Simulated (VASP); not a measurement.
# BeTe in VASP: settings compared, part 2 of 3

VASP 6.6.1. The steps go on from the part before.

## Step 3: Single point, r2SCAN (uniaxial z strain +2.9%)

POSCAR reads:

```
BeTe
1.0
    4.0308527370      0.0000000000      0.0000000000
   -2.0154263685      3.4908208692      0.0000000000
    0.0000000000      0.0000000000      8.3834801113
Be Te
2 2
Direct
    0.3333333333      0.6666666667      0.2500000000
    0.6666666667      0.3333333333      0.7500000000
    0.6666666667      0.3333333333      0.2500000000
    0.3333333333      0.6666666667      0.7500000000
```

INCAR.step1 reads:

```
PREC = Accurate
ENCUT = 520
ISMEAR = 0
SIGMA = 0.01
LREAL = F
LASPH = T
NELM = 100
NBANDS = 16
GGA = PE
ALGO = Normal
EDIFF = 1E-4
LWAVE = T
LCHARG = F
```

INCAR.step2 reads:

```
PREC = Accurate
ENCUT = 520
EDIFF = 1E-6
ISMEAR = 0
SIGMA = 0.01
LREAL = F
LASPH = T
NELM = 100
ALGO = Normal
ISIF = 2
LWAVE = F
LCHARG = T
METAGGA = R2SCAN
LMIXTAU = T
LELF = T
LVHAR = T
NBANDS = 16
ISTART = 1
```

KPOINTS reads:

```
regular mesh
0
Gamma
  12 12 4
```

Potentials or basis: VASP PAW PBE potentials, release 64 (Be, Te).

The run is started by

```bash
> cat potpaw_PBE.64/Be/POTCAR potpaw_PBE.64/Te/POTCAR > POTCAR
> cp INCAR.step1 INCAR
> mpirun -np 1 vasp_std > vasp.out
> cp INCAR.step2 INCAR
> mpirun -np 1 vasp_std > vasp.out
```

OUTCAR:

```text
PREC = Accurate
   ENCUT = 520
   EDIFF = 1E-6
   ISMEAR = 0
   LREAL = F
   LASPH = T
   NELM = 100
   ISIF = 2
   METAGGA = R2SCAN
   ISTART = 1

 ion  position               nearest neighbor table
   1  0.333  0.667  0.250-   3 2.33   3 2.33   3 2.33
   2  0.667  0.333  0.750-   4 2.33   4 2.33   4 2.33
   3  0.667  0.333  0.250-   1 2.33   1 2.33   1 2.33
   4  0.333  0.667  0.750-   2 2.33   2 2.33   2 2.33

  LATTYP: Found a hexagonal cell.
 ALAT       =     4.0308527370
 C/A-ratio  =     2.0798279318

  Lattice vectors:

 A1 = (   4.0308527370,   0.0000000000,   0.0000000000)
 A2 = (  -2.0154263685,   3.4908208692,   0.0000000000)
 A3 = (   0.0000000000,   0.0000000000,   8.3834801113)

Analysis of symmetry for initial positions (statically):
=====================================================================
 Subroutine PRICEL returns:
 Original cell was already a primitive cell.

 Routine SETGRP: Setting up the symmetry group for a
 hexagonal supercell.

 Subroutine GETGRP returns: Found 24 space group operations
 (whereof 12 operations were pure point group operations)
 out of a pool of 24 trial point group operations.

The static configuration has the point symmetry D_3d.
 The point group associated with its full space group is D_6h.

Analysis of symmetry for dynamics (positions and initial velocities):
=====================================================================
 Subroutine PRICEL returns:
 Original cell was already a primitive cell.

 Routine SETGRP: Setting up the symmetry group for a
 hexagonal supercell.

 Subroutine GETGRP returns: Found 24 space group operations
 (whereof 12 operations were pure point group operations)
 out of a pool of 24 trial point group operations.

The dynamic configuration has the point symmetry D_3d.
 The point group associated with its full space group is D_6h.

 Subroutine INISYM returns: Found 24 space group operations
 (whereof 12 operations are pure point group operations),
 and found     1 'primitive' translations

----------------------------------------------------------------------------------------

                                     Primitive cell

  volume of cell :     117.9638

  direct lattice vectors                    reciprocal lattice vectors
     4.030852737  0.000000000  0.000000000     0.248086463  0.143232786  0.000000000
    -2.015426369  3.490820869  0.000000000     0.000000000  0.286465573  0.000000000
     0.000000000  0.000000000  8.383480111     0.000000000  0.000000000  0.119282206

  length of vectors
     4.030852737  4.030852737  8.383480111     0.286465573  0.286465573  0.119282206

  position of ions in fractional coordinates (direct lattice)
     0.333333333  0.666666667  0.250000000
     0.666666667  0.333333333  0.750000000
     0.666666667  0.333333333  0.250000000
     0.333333333  0.666666667  0.750000000

  ion indices of the primitive-cell ions
   primitive index   ion index
                 1           1
                 2           2
                 3           3
                 4           4

[... 25 lines left out ...]

 Following reciprocal coordinates:
            Coordinates               Weight
  0.000000  0.000000  0.000000      1.000000
  0.083333  0.000000  0.000000      6.000000
  0.166667 -0.000000  0.000000      6.000000
  0.250000 -0.000000  0.000000      6.000000
  0.333333  0.000000  0.000000      6.000000
  0.416667 -0.000000  0.000000      6.000000
[... 16 lines left out ...]
  0.250000 -0.000000  0.250000     12.000000
  0.333333  0.000000  0.250000     12.000000
 [... further k-points ...]
   k-points           NKPTS =     57   k-points in BZ     NKDIM =     57   number of bands    NBANDS=     16
   number of dos      NEDOS =    301   number of ions     NIONS =      4
   total plane-waves  NPLWV =  57600
   dimension x,y,z NGX =    30 NGY =   30 NGZ =   64
   dimension x,y,z NGXF=    60 NGYF=   60 NGZF=  128
   ions per type =               2   2
   NGX,Y,Z   is equivalent  to a cutoff of  12.37, 12.37, 12.69 a.u.
   NGXF,Y,Z  is equivalent  to a cutoff of  24.75, 24.75, 25.38 a.u.
 SYSTEM =  unknown system
   PREC   = accura    normal or accurate (medium, high low for compatibility)
   ISTART =      1    job   : 0-new  1-cont  2-samecut
   ICHARG =      0    charge: 1-file 2-atom 10-const
   ISPIN  =      1    spin polarized calculation?
   LNONCOLLINEAR =      F non collinear calculations
   LSORBIT =      F    spin-orbit coupling
   LASPH  =      T    aspherical Exc in radial PAW
   ENCUT  =  520.0 eV  38.22 Ry    6.18 a.u.   7.49  7.49 15.59*2*pi/ulx,y,z
   NELM   =    100;   NELMIN=  2; NELMDL=  0     # of ELM steps
   EDIFF  = 0.1E-05   stopping-criterion for ELM
   LREAL  =      F    real-space projection
   EDIFFG = 0.1E-04   stopping-criterion for IOM
   NSW    =      0    number of steps for IOM
   IBRION =     -1    ionic relax: 0-MD 1-quasi-New 2-CG
   NFREE  =      0    steps in history (QN), initial steepest desc. (CG)
   ISIF   =      2    stress and relaxation
   ISYM   =      2    0-nonsym 1-usesym 2-fastsym
   POTIM  = 0.5000    time-step for ionic-motion
   TEBEG  =    0.0;   TEEND  =   0.0 temperature during run
   PSTRESS=    0.0 pullay stress
   NELECT =      16.0000    total number of electrons
   NUPDOWN=      -1.0000    fix difference up-down
   EMIN   =  10.00;   EMAX   =-10.00  energy-range for DOS
   EFERMI =   0.00;   METHOD = LEGACY
   ISMEAR =     0;   SIGMA  =   0.01  broadening in eV -4-tet -1-fermi 0-gaus
   EFERMI_NEDOS =   21; number of points for ismear=-14 and -15
   IALGO  =     38    algorithm
   IMIX   =      4    mixing-type and parameters
     AMIX     =   0.40;   BMIX     =  1.00
     AMIX_MAG =   1.60;   BMIX_MAG =  1.00
  volume/ion in A,a.u.               =      29.49       199.01
  Fermi-wavevector in a.u.,A,eV,Ry     =   0.841134  1.589513  9.626210  0.707506
  Thomas-Fermi vector in A             =   1.955629
   LORBIT       =      0    0 simple, 1 ext, 2 COOP (PROOUT), +10 PAW based schemes
   METAGGA = R2SCAN    functional components
   LHFCALC =     F    Hartree Fock is set to
   AEXX    =    0.0000 exact exchange contribution
   IVDW    =     0    specifies the selected vdW correction
   LEPSILON=     F    determine dielectric tensor
   LRPA    =     F    only Hartree local field effects (RPA)
 non-spin polarized calculation
 Gauss-broadening in eV      SIGMA  =   0.01
  energy-cutoff  :      520.00
  volume of cell :      117.96
 maximum number of plane-waves:      3217
 NGX is ok and might be reduce to    30
   NGX = 15   NGY = 15   NGZ = 31

 number of electron      15.9999998 magnetization

 Free energy of the ion-electron system (eV)
  ---------------------------------------------------
  ext. energy  EPLUGINS =         0.00000000
  ---------------------------------------------------
  free energy    TOTEN  =       -60.44450953 eV

  energy without entropy =      -60.44450953  energy(sigma->0) =      -60.44450953

 E-fermi :   1.9786     XC(G=0):  -8.1300

 val. band max:        1.8813508316   @ k =   0.2500   0.2500   0.0000
 cond. band min:       4.9620123965   @ k =   0.5000  -0.0000   0.2500
 fundamental gap:      3.0806615649
 Fermi energy:         1.9785935776

 k-point     1 :       0.0000    0.0000    0.0000
  band No.  band energies     occupation
      1      -9.6118      2.00000
      2      -9.3617      2.00000
      3      -1.0556      2.00000
      4       1.0210      2.00000
      5       1.2143      2.00000
      6       1.2143      2.00000
[... 433 lines left out ...]
      3      -2.0563      2.00000
      4      -1.9430      2.00000
      5       0.0739      2.00000
      6       0.2050      2.00000
[... 8 lines left out ...]
     15      10.5875      0.00000
     16      10.6797      0.00000

 [... further k-points ...]

------------------------ aborting loop because EDIFF is reached ----------------------------------------

  FORCE on cell =-STRESS in cart. coord.  units (eV):
  Direction    XX          YY          ZZ          XY          YZ          ZX
  --------------------------------------------------------------------------------------
  -------------------------------------------------------------------------------------
  Total       -0.0145053     -0.0145053     -0.1715284      0.0000000      0.0000000      0.0000000
  in kB       -0.1970107     -0.1970107     -2.3296876      0.0000000      0.0000000      0.0000000
  external PRESSURE =      -0.9079030 kB  Pullay stress =       0.0000000 kB

 VOLUME and BASIS-vectors are now :
 -----------------------------------------------------------------------------
  energy-cutoff  :      520.00
  volume of cell :      117.96
      direct lattice vectors                 reciprocal lattice vectors
     4.030852737  0.000000000  0.000000000     0.248086463  0.143232786  0.000000000
    -2.015426369  3.490820869  0.000000000     0.000000000  0.286465573  0.000000000
     0.000000000  0.000000000  8.383480111     0.000000000  0.000000000  0.119282206

 POSITION                                       TOTAL-FORCE (eV/Angst)
 -----------------------------------------------------------------------------------
     -0.00000      2.32721      2.09587         0.000000     -0.000000      0.000000
      2.01543      1.16361      6.28761        -0.000000      0.000000      0.000000
      2.01543      1.16361      2.09587         0.000000      0.000000      0.000000
     -0.00000      2.32721      6.28761        -0.000000     -0.000000      0.000000
 -----------------------------------------------------------------------------------
    total drift:                               -0.000000      0.000000      0.000000

  FREE ENERGIE OF THE ION-ELECTRON SYSTEM (eV)
  ---------------------------------------------------
  free  energy   TOTEN  =       -60.4445095317 eV

  energy  without entropy=      -60.4445095317  energy(sigma->0) =      -60.44450953
```

Wall time 4.5 min (1 thread of Intel Xeon Platinum 8259CL at 2.50GHz (Skylake/Cascade Lake), shared host); peak memory 0.3 GiB.

What came out:

| Property | Result |
| --- | --- |
| Free energy | -60.4445 eV |
| Pressure | -0.1 GPa |
| Band gap on the k mesh | 3.08 eV, indirect (least direct gap 3.26 eV) |

Stress tensor (GPa, compression positive):
```
-0.02  0.00  0.00
 0.00 -0.02  0.00
 0.00  0.00 -0.23
```

Caveat: the cell differs from its parent crystal (uniaxial z strain +2.9%); the PAW data sets were made with another functional, which shifts forces and pressure a little; spin-orbit coupling is left out, which moves the levels of the heavy elements.

## Step 4: Single point, HSE06 (uniaxial z strain +2.9%)

POSCAR is that of step 3.

INCAR.step1 reads:

```
PREC     = Accurate       # precision mode
ENCUT    = 520            # plane-wave cutoff, eV
EDIFF    = 1E-5           # SCF threshold, eV
ISMEAR   = 0              # smearing method
SIGMA    = 0.01           # smearing width, eV
LREAL    = False          # projectors in reciprocal space
LASPH    = True           # aspherical terms in the spheres
NELM     = 100            # most SCF steps
ALGO     = Normal         # electronic algorithm
ISIF     = 2              # what is computed and relaxed
LWAVE    = True           # write WAVECAR
LCHARG   = False          # write CHGCAR
GGA      = PE             # functional
NBANDS   = 16             # bands
```

INCAR.step2 reads:

```
PREC     = Accurate       # precision mode
ENCUT    = 520            # plane-wave cutoff, eV
EDIFF    = 1E-7           # SCF threshold, eV
ISMEAR   = 0              # smearing method
SIGMA    = 0.01           # smearing width, eV
LREAL    = False          # projectors in reciprocal space
LASPH    = True           # aspherical terms in the spheres
NELM     = 100            # most SCF steps
ALGO     = Normal         # electronic algorithm
ISIF     = 2              # what is computed and relaxed
LWAVE    = False          # write WAVECAR
LCHARG   = False          # write CHGCAR
GGA      = PE             # functional
LHFCALC  = True           # exact exchange
HFSCREEN = 0.2079         # screening, 1/A
PRECFOCK = Normal       
ISTART   = 1            
NBANDS   = 16             # bands
```

KPOINTS reads:

```
Automatic mesh
0
Gamma
  6 6 2
```

Potentials or basis: VASP PAW PBE potentials, release 64 (Be, Te).

The run is started by

```bash
> cat potpaw_PBE.64/Be/POTCAR potpaw_PBE.64/Te/POTCAR > POTCAR
> cp INCAR.step1 INCAR
> mpirun -np 1 vasp_std > vasp.out
> cp INCAR.step2 INCAR
> mpirun -np 1 vasp_std > vasp.out
```

OUTCAR:

```text
PREC = Accurate
   ENCUT = 520
   EDIFF = 1E-7
   ISMEAR = 0
   LREAL = False
   LASPH = True
   NELM = 100
   ISIF = 2
   GGA = PE
   LHFCALC = True
   HFSCREEN = 0.2079
   PRECFOCK = Normal
   ISTART = 1

 ion  position               nearest neighbor table
   1  0.333  0.667  0.250-   3 2.33   3 2.33   3 2.33
   2  0.667  0.333  0.750-   4 2.33   4 2.33   4 2.33
   3  0.667  0.333  0.250-   1 2.33   1 2.33   1 2.33
   4  0.333  0.667  0.750-   2 2.33   2 2.33   2 2.33

  LATTYP: Found a hexagonal cell.
 ALAT       =     4.0308527370
 C/A-ratio  =     2.0798279318

  Lattice vectors:

 A1 = (   4.0308527370,   0.0000000000,   0.0000000000)
 A2 = (  -2.0154263685,   3.4908208692,   0.0000000000)
 A3 = (   0.0000000000,   0.0000000000,   8.3834801113)

Analysis of symmetry for initial positions (statically):
=====================================================================
 Subroutine PRICEL returns:
 Original cell was already a primitive cell.

 Routine SETGRP: Setting up the symmetry group for a
 hexagonal supercell.

 Subroutine GETGRP returns: Found 24 space group operations
 (whereof 12 operations were pure point group operations)
 out of a pool of 24 trial point group operations.

The static configuration has the point symmetry D_3d.
 The point group associated with its full space group is D_6h.

Analysis of symmetry for dynamics (positions and initial velocities):
=====================================================================
 Subroutine PRICEL returns:
 Original cell was already a primitive cell.

[... 123 lines left out ...]
  Fermi-wavevector in a.u.,A,eV,Ry     =   0.841134  1.589513  9.626210  0.707506
  Thomas-Fermi vector in A             =   1.955629
   LORBIT       =      0    0 simple, 1 ext, 2 COOP (PROOUT), +10 PAW based schemes
   GGA     = PE    functional components
   LHFCALC =     T    Hartree Fock is set to
   PRECFOCK=normal    Normal, Fast or Accurate (Low or Medium for compatibility)
   ENCUT4O =  -1.0   cutoff for four orbital integrals eV
   NKREDX  =     1    reduce k-point grid by
   NKREDY  =     1    reduce k-point grid by
   NKREDZ  =     1    reduce k-point grid by
   AEXX    =    0.2500 exact exchange contribution
   HFSCREEN=    0.2079 screening length (either q_TF or 0.3 A-1)
   HFSCREENC=   0.2079 screening length for correlation (either q_TF or 0.3 A-1)
   ENCUTFOCK=  -1.0 apply spherical cutoff to Coloumb kernel
   IVDW    =     0    specifies the selected vdW correction
   LEPSILON=     F    determine dielectric tensor
   LRPA    =     F    only Hartree local field effects (RPA)
 non-spin polarized calculation
 Gauss-broadening in eV      SIGMA  =   0.01
  energy-cutoff  :      520.00
  volume of cell :      117.96
 maximum number of plane-waves:      3217
 NGX is ok and might be reduce to    30
  NGX = 24; NGY = 24; NGZ = 48

 number of electron      15.9999998 magnetization

 Free energy of the ion-electron system (eV)
  ---------------------------------------------------
  ext. energy  EPLUGINS =         0.00000000
  ---------------------------------------------------
  free energy    TOTEN  =       -16.49597523 eV

  energy without entropy =      -16.49597523  energy(sigma->0) =      -16.49597523

 E-fermi :   1.6491     XC(G=0):  -6.5383

 val. band max:        1.5381767588   @ k =   0.3333   0.1667   0.0000
 cond. band min:       5.1371321583   @ k =   0.5000  -0.0000   0.0000
 fundamental gap:      3.5989553994
 Fermi energy:         1.6491072993

 k-point     1 :       0.0000    0.0000    0.0000
  band No.  band energies     occupation
      1     -10.5359      2.00000
      2     -10.2695      2.00000
      3      -1.5797      2.00000
      4       0.6320      2.00000
      5       0.8549      2.00000
      6       0.8549      2.00000
[... 243 lines left out ...]
      3      -2.9280      2.00000
      4      -2.9280      2.00000
      5      -2.2591      2.00000
      6      -2.2591      2.00000
[... 8 lines left out ...]
     15      10.4409      0.00000
     16      10.4409      0.00000

------------------------ aborting loop because EDIFF is reached ----------------------------------------

  FORCE on cell =-STRESS in cart. coord.  units (eV):
  Direction    XX          YY          ZZ          XY          YZ          ZX
  --------------------------------------------------------------------------------------
  -------------------------------------------------------------------------------------
  Total       -0.5464272     -0.5464272     -0.0234925      0.0000000      0.0000000     -0.0000000
  in kB       -7.4215400     -7.4215400     -0.3190741      0.0000000      0.0000000     -0.0000000
  external PRESSURE =      -5.0540513 kB  Pullay stress =       0.0000000 kB

 VOLUME and BASIS-vectors are now :
 -----------------------------------------------------------------------------
  energy-cutoff  :      520.00
  volume of cell :      117.96
      direct lattice vectors                 reciprocal lattice vectors
     4.030852737  0.000000000  0.000000000     0.248086463  0.143232786  0.000000000
    -2.015426369  3.490820869  0.000000000     0.000000000  0.286465573  0.000000000
     0.000000000  0.000000000  8.383480111     0.000000000  0.000000000  0.119282206

 POSITION                                       TOTAL-FORCE (eV/Angst)
 -----------------------------------------------------------------------------------
     -0.00000      2.32721      2.09587         0.000000      0.000000      0.000000
      2.01543      1.16361      6.28761        -0.000000     -0.000000     -0.000000
      2.01543      1.16361      2.09587         0.000000     -0.000000      0.000000
     -0.00000      2.32721      6.28761        -0.000000      0.000000      0.000000
 -----------------------------------------------------------------------------------
    total drift:                               -0.000000      0.000000     -0.000000

  FREE ENERGIE OF THE ION-ELECTRON SYSTEM (eV)
  ---------------------------------------------------
  free  energy   TOTEN  =       -16.4959752280 eV

  energy  without entropy=      -16.4959752280  energy(sigma->0) =      -16.49597523
```

Wall time 34 min (1 thread of Intel Xeon Platinum 8259CL at 2.50GHz (Skylake/Cascade Lake), shared host); peak memory 0.37 GiB.

What came out:

- Free energy: -16.4960 eV
- Pressure: -0.5 GPa
- Band gap on the k mesh: 3.60 eV, indirect (least direct gap 3.68 eV)

Caveat: the cell differs from its parent crystal (uniaxial z strain +2.9%); the PAW data sets were made with another functional, which shifts forces and pressure a little; spin-orbit coupling is left out, which moves the levels of the heavy elements.

[end of part 2 of 3]
